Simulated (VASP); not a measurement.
# GaSb (F-43m) in VASP: notebook, part 2 of 2

VASP 6.6.1. Earlier steps stand in the parts before.

**3. Single point, PBE-based screened hybrid with 10 % exact exchange**

The input, POSCAR:

```
GaSb
1.0
    0.0000000000      3.0658788003      3.0658788003
    3.0658788003      0.0000000000      3.0658788003
    3.0658788003      3.0658788003      0.0000000000
Ga Sb
1 1
Direct
    0.0000000000      0.0000000000      0.0000000000
    0.2500000000      0.2500000000      0.2500000000
```

The input, INCAR.step1:

```
SYSTEM = GaSb
  PREC = Accurate
  ENCUT = 400
  EDIFF = 1E-5
  ISMEAR = -1
  SIGMA = 0.02
  LREAL = .False.
  LASPH = .True.
  NELM = 120
  ALGO = Normal
  ISIF = 2
  LWAVE = .True.
  LCHARG = .False.
  NBANDS = 21
  GGA = PE
  GGA_COMPAT = .False.
```

The input, INCAR.step2:

```
SYSTEM = GaSb
  PREC = Accurate
  ENCUT = 400
  EDIFF = 1E-6
  ISMEAR = -1
  SIGMA = 0.02
  LREAL = .False.
  LASPH = .True.
  NELM = 120
  ALGO = Normal
  ISIF = 2
  LWAVE = .False.
  LCHARG = .False.
  GGA = PE
  LHFCALC = .True.
  AEXX = 0.1
  HFSCREEN = 0.1
  PRECFOCK = Normal
  NBANDS = 21
  ISTART = 1
  GGA_COMPAT = .False.
```

The input, KPOINTS:

```
regular mesh
0
Gamma
  4 4 4
  0 0 0
```

Potentials or basis: VASP PAW PBE potentials, release 64 (Ga_d, Sb_d_GW).

Launch:

```sh
$ cat potpaw_PBE.64/Ga_d/POTCAR potpaw_PBE.64/Sb_d_GW/POTCAR > POTCAR
$ cp INCAR.step1 INCAR
$ mpirun -np 1 vasp_std > vasp.out
$ cp INCAR.step2 INCAR
$ mpirun -np 1 vasp_std > vasp.out
```

Run time: 15 min. Hardware: 1 thread of AMD EPYC 7R13 (Zen 3), shared host; peak memory 0.27 GiB.

The run converged. Its results:

```yaml
Free_energy: -7.8935 eV
Pressure: 1.1 GPa
Band_gap_on_the_k_mesh: 0.41 eV
```

Levels at points of the mesh, in eV from the valence-band top:
```
           k point  band 11  band 12  band 13  band 14  band 15  band 16  band 17  band 18
(0.00, 0.00, 0.00)   -11.91     0.00     0.00     0.00     0.41     3.16     3.16     3.16
(0.50, 0.00, 0.00)   -10.22    -6.59    -1.19    -1.19     0.75     4.15     4.15     6.92
(0.50, 0.50, 0.00)    -9.36    -7.05    -2.65    -2.65     1.25     1.59     9.27     9.27
```

Caveat: the k points lie up to 0.44 Å⁻¹ apart; the PAW data sets were made with another functional, which shifts forces and pressure a little; spin-orbit coupling is left out, which moves the levels of the heavy elements. A k mesh can miss the band edges.

**4. Single point, PBE-based global hybrid with 75 % exact exchange**

POSCAR is that of step 3.

The input, INCAR.step1:

```
ALGO = Normal
EDIFF = 1E-5
ENCUT = 400
GGA = PE
GGA_COMPAT = False
ISIF = 2
ISMEAR = -1
LASPH = True
LCHARG = False
LREAL = False
LWAVE = True
NBANDS = 21
NELM = 120
PREC = Accurate
SIGMA = 0.02
```

The input, INCAR.step2:

```
AEXX = 0.75
ALGO = Normal
EDIFF = 1E-6
ENCUT = 400
GGA = PE
GGA_COMPAT = False
ISIF = 2
ISMEAR = -1
ISTART = 1
LASPH = True
LCHARG = False
LHFCALC = True
LREAL = False
LWAVE = False
NBANDS = 21
NELM = 120
PREC = Accurate
PRECFOCK = Normal
SIGMA = 0.02
```

The input, KPOINTS:

```
k-points
0
Gamma
  4 4 4
```

Potentials or basis: VASP PAW PBE potentials, release 64 (Ga_d, Sb_d_GW).

Launch:

```sh
$ cat potpaw_PBE.64/Ga_d/POTCAR potpaw_PBE.64/Sb_d_GW/POTCAR > POTCAR
$ cp INCAR.step1 INCAR
$ mpirun -np 1 vasp_std > vasp.out
$ cp INCAR.step2 INCAR
$ mpirun -np 1 vasp_std > vasp.out
```

OUTCAR:

```text
AEXX = 0.75
   EDIFF = 1E-6
   ENCUT = 400
   GGA = PE
   ISIF = 2
   ISMEAR = -1
   ISTART = 1
   LASPH = True
   LHFCALC = True
   LREAL = False
   NELM = 120
   PREC = Accurate
   PRECFOCK = Normal

 ion  position               nearest neighbor table
   1  0.000  0.000  0.000-   2 2.66   2 2.66   2 2.66   2 2.66
   2  0.250  0.250  0.250-   1 2.66   1 2.66   1 2.66   1 2.66

  LATTYP: Found a face centered cubic cell.
 ALAT       =     6.1317576006

  Lattice vectors:

 A1 = (   0.0000000000,   3.0658788003,   3.0658788003)
 A2 = (   3.0658788003,   0.0000000000,   3.0658788003)
 A3 = (   3.0658788003,   3.0658788003,   0.0000000000)

Analysis of symmetry for initial positions (statically):
=====================================================================
 Subroutine PRICEL returns:
 Original cell was already a primitive cell.

 Routine SETGRP: Setting up the symmetry group for a
 face centered cubic supercell.

 Subroutine GETGRP returns: Found 24 space group operations
 (whereof 24 operations were pure point group operations)
 out of a pool of 48 trial point group operations.

The static configuration has the point symmetry T_d .

Analysis of symmetry for dynamics (positions and initial velocities):
=====================================================================
 Subroutine PRICEL returns:
 Original cell was already a primitive cell.

 Routine SETGRP: Setting up the symmetry group for a
 face centered cubic supercell.

 Subroutine GETGRP returns: Found 24 space group operations
 (whereof 24 operations were pure point group operations)
 out of a pool of 48 trial point group operations.

The dynamic configuration has the point symmetry T_d .

 Subroutine INISYM returns: Found 24 space group operations
 (whereof 24 operations are pure point group operations),
 and found     1 'primitive' translations

[... 98 lines left out ...]
  volume/ion in A,a.u.               =      28.82       194.47
  Fermi-wavevector in a.u.,A,eV,Ry     =   1.286953  2.431988 22.534606  1.656247
  Thomas-Fermi vector in A             =   2.418996
   LORBIT       =      0    0 simple, 1 ext, 2 COOP (PROOUT), +10 PAW based schemes
   GGA     = PE    functional components
   LHFCALC =     T    Hartree Fock is set to
   PRECFOCK=normal    Normal, Fast or Accurate (Low or Medium for compatibility)
   ENCUT4O =  -1.0   cutoff for four orbital integrals eV
   NKREDX  =     1    reduce k-point grid by
   NKREDY  =     1    reduce k-point grid by
   NKREDZ  =     1    reduce k-point grid by
   AEXX    =    0.7500 exact exchange contribution
   HFSCREEN=    0.0000 screening length (either q_TF or 0.3 A-1)
   HFSCREENC=   0.0000 screening length for correlation (either q_TF or 0.3 A-1)
   ENCUTFOCK=  -1.0 apply spherical cutoff to Coloumb kernel
   IVDW    =     0    specifies the selected vdW correction
   LEPSILON=     F    determine dielectric tensor
   LRPA    =     F    only Hartree local field effects (RPA)
 non-spin polarized calculation
  energy-cutoff  :      400.00
  volume of cell :       57.64
 maximum number of plane-waves:      1056
  NGX = 24; NGY = 24; NGZ = 24

 number of electron      28.0000030 magnetization

 Free energy of the ion-electron system (eV)
  ---------------------------------------------------
  ext. energy  EPLUGINS =         0.00000000
  ---------------------------------------------------
  free energy    TOTEN  =       -14.59387891 eV

  energy without entropy =      -14.59387891  energy(sigma->0) =      -14.59387891

 E-fermi :   2.0740     XC(G=0):  -3.4661

 val. band max:        1.5210832625   @ k =   0.0000   0.0000   0.0000
 cond. band min:       6.2533029553   @ k =   0.5000   0.0000   0.0000
 fundamental gap:      4.7322196928
 Fermi energy:         2.0739556629

 k-point     1 :       0.0000    0.0000    0.0000
  band No.  band energies     occupation
      1     -33.8760      2.00000
      2     -33.8760      2.00000
      3     -33.8760      2.00000
      4     -33.8446      2.00000
      5     -33.8446      2.00000
      6     -21.6221      2.00000
[... 181 lines left out ...]
     20      17.4734      0.00000
     21      18.4367      0.00000

------------------------ aborting loop because EDIFF is reached ----------------------------------------

  FORCE on cell =-STRESS in cart. coord.  units (eV):
  Direction    XX          YY          ZZ          XY          YZ          ZX
  --------------------------------------------------------------------------------------
  -------------------------------------------------------------------------------------
  Total       -1.2506315     -1.2506315     -1.2506315      0.0000000      0.0000000      0.0000000
  in kB      -34.7652203    -34.7652203    -34.7652203      0.0000000      0.0000000      0.0000000
  external PRESSURE =     -34.7652203 kB  Pullay stress =       0.0000000 kB

 VOLUME and BASIS-vectors are now :
 -----------------------------------------------------------------------------
  energy-cutoff  :      400.00
  volume of cell :       57.64
      direct lattice vectors                 reciprocal lattice vectors
     0.000000000  3.065878800  3.065878800    -0.163085377  0.163085377  0.163085377
     3.065878800  0.000000000  3.065878800     0.163085377 -0.163085377  0.163085377
     3.065878800  3.065878800  0.000000000     0.163085377  0.163085377 -0.163085377

 POSITION                                       TOTAL-FORCE (eV/Angst)
 -----------------------------------------------------------------------------------
      0.00000      0.00000      0.00000        -0.000000     -0.000000     -0.000000
      1.53294      1.53294      1.53294         0.000000      0.000000      0.000000
 -----------------------------------------------------------------------------------
    total drift:                                0.000027      0.000107      0.000001

  FREE ENERGIE OF THE ION-ELECTRON SYSTEM (eV)
  ---------------------------------------------------
  free  energy   TOTEN  =       -14.5938789123 eV

  energy  without entropy=      -14.5938789123  energy(sigma->0) =      -14.59387891
```

OUTCAR.step1:

```text
EDIFF = 1E-5
   ENCUT = 400
   GGA = PE
   ISIF = 2
   ISMEAR = -1
[... 393 lines left out ...]
 -----------------------------------------------------------------------------------
      0.00000      0.00000      0.00000        -0.000000     -0.000000     -0.000000
      1.53294      1.53294      1.53294         0.000000      0.000000      0.000000
 -----------------------------------------------------------------------------------
    total drift:                               -0.000001     -0.000001     -0.000001

  FREE ENERGIE OF THE ION-ELECTRON SYSTEM (eV)
  ---------------------------------------------------
  free  energy   TOTEN  =        -7.1802852122 eV

  energy  without entropy=       -7.1789143287  energy(sigma->0) =       -7.17959977
```

Wall time 16 min (1 thread of Intel Xeon Platinum 8375C at 2.90GHz (Ice Lake), shared host); peak memory 0.18 GiB.

What came out:

* Free energy: -14.5939 eV
* Pressure: -3.5 GPa
* Band gap on the k mesh: 4.73 eV (least direct gap 5.00 eV)

Levels at points of the mesh, in eV from the valence-band top:
```
           k point  band 12  band 13  band 14  band 15  band 16  band 17
(0.00, 0.00, 0.00)     0.00     0.00     0.00     5.00     7.14     7.14
(0.50, 0.00, 0.00)    -8.02    -1.42    -1.42     4.73     8.18     8.18
(0.50, 0.50, 0.00)    -8.54    -3.23    -3.23     4.88     5.12    14.64
```

Caveat: the k points lie up to 0.44 Å⁻¹ apart; the PAW data sets were made with another functional, which shifts forces and pressure a little; spin-orbit coupling is left out, which moves the levels of the heavy elements.

**5. Overview**

```csv
level,share of exact exchange,screening parameter,gap on the mesh (eV),pressure (GPa)
PBE-based global hybrid with 10 % exact exchange,0.1,-,0.57,1.1
PBE-based screened hybrid with 10 % exact exchange,0.1,0.1 1/Å,0.41,1.1
PBE-based global hybrid with 75 % exact exchange,0.75,-,4.73,-3.5
```

Alike in all rows: task single point; potentials or basis VASP PAW PBE potentials, release 64 (Ga_d, Sb_d_GW); no spin polarisation; cell as given; k mesh 4 × 4 × 4; cutoff (eV) 400; smearing fermi-dirac 0.02 eV.

Caveats: all runs use coarse meshes; the PAW data sets were made with another functional, which shifts forces and pressure a little; spin-orbit coupling is left out, which moves the levels of the heavy elements.

Total energies depend on the potentials used, so only differences within one code and one set of settings carry meaning.
